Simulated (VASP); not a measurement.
Here is a VASP 6.6.1 calculation.

File INCAR:

```
SYSTEM = AlO2
  ALGO = Normal
  EDIFF = 1E-7
  ENCUT = 520
  GGA = PE
  ISIF = 2
  ISMEAR = 0
  LASPH = .True.
  LCHARG = .False.
  LREAL = .False.
  LWAVE = .False.
  NBANDS = 14
  NELM = 80
  PREC = Accurate
  SIGMA = 0.1
```

Contents of KPOINTS:

```
k-points
0
Gamma
  18 18 18
  0 0 0
```

File POSCAR:

```
AlO2
1.0
    3.4782847379      0.0000000000      0.0000000000
   -1.7391423689      3.0122829446      0.0000000000
    0.0000000000      0.0000000000      2.6239349758
Al O
1 2
Direct
    0.0000000000      0.0000000000      0.0000000000
    0.3333333333      0.6666666667      0.5000000000
    0.6666666667      0.3333333333      0.5000000000
```

Potentials or basis: VASP PAW PBE potentials, release 64 (Al, O).

Command:

```console
$ cat potpaw_PBE.64/Al/POTCAR potpaw_PBE.64/O/POTCAR > POTCAR
$ mpirun -np 1 vasp_std > vasp.out
```

Q: Estimate the pressure.

A: -0.1 GPa.

Q: Predict the band gap on the k mesh.

A: Zero (an odd number of electrons rules out a gap without spin polarisation).

Stress tensor (GPa, compression positive):
```
-0.11  0.00  0.00
 0.00 -0.11  0.00
 0.00  0.00 -0.21
```

Caveat: an odd number of electrons without spin polarisation forces a metal; a magnetic or distorted state may lie lower.
